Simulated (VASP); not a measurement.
Write the native input for VASP 6.6.1 that does the following.

| Property | Result |
| --- | --- |
| Task | single point |
| Functional | PBEsol |
| Potentials or basis | VASP PAW PBE potentials, release 64 (Zr_sv, Si) |
| Cutoff | 520 eV |
| k mesh | 6 × 6 × 12 |
| Occupations | gaussian, width 0.15 eV |
| Spin | no spin polarisation |
| Dipole correction | no |
| Further INCAR settings | ALGO = Fast; EDIFF = 1e-07; NBANDS = 55 |

The structure of Zr3Si2 lies in POSCAR:

```
Zr3Si2
1.0
    7.6308240533      0.0000000000      0.0000000000
    0.0000000000      7.6308240533      0.0000000000
    0.0000000000      0.0000000000      3.6444907296
Zr Si
6 4
Direct
    0.1744786434      0.6744786434      0.5000000000
    0.8255213566      0.3255213566      0.5000000000
    0.3255213566      0.1744786434      0.5000000000
    0.6744786434      0.8255213566      0.5000000000
    0.0000000000      0.0000000000      0.0000000000
    0.5000000000      0.5000000000      0.0000000000
    0.6223900186      0.1223900186      0.0000000000
    0.3776099814      0.8776099814      0.0000000000
    0.8776099814      0.6223900186      0.0000000000
    0.1223900186      0.3776099814      0.0000000000
```

This cell differs from its parent crystal: strain +0.080 along x and y, +0.000 along z.

The input as run:

INCAR

```
SYSTEM = Zr3Si2
  PREC = Accurate
  ENCUT = 520
  EDIFF = 1E-7
  ISMEAR = 0
  SIGMA = 0.15
  LREAL = .False.
  LASPH = .True.
  NELM = 100
  ALGO = Fast
  ISIF = 2
  LWAVE = .False.
  LCHARG = .False.
  GGA = PS
  NBANDS = 55
```

KPOINTS

```
Automatic mesh
0
Gamma
  6 6 12
  0 0 0
```

Potentials or basis: VASP PAW PBE potentials, release 64 (Zr_sv, Si).

Command:

```sh
$ cat potpaw_PBE.64/Zr_sv/POTCAR potpaw_PBE.64/Si/POTCAR > POTCAR
$ mpirun -np 1 vasp_std > vasp.out
```

It gave:

- Pressure: -16.3 GPa
- Largest force: 0.135 eV/Å
- Band gap on the k mesh: zero (bands 44 and 45 overlap by 1.21 eV)

Caveat: the cell differs from its parent crystal (strain +0.080 along x and y, +0.000 along z); the stress differs along the axes, from -19 to -10 GPa; the PAW data sets were made with another functional, which shifts forces and pressure a little.

It took 16 min on 1 thread of Intel(R) Xeon(R) 6975P-C (Granite Rapids), on a shared host, peak memory 0.7 GiB.
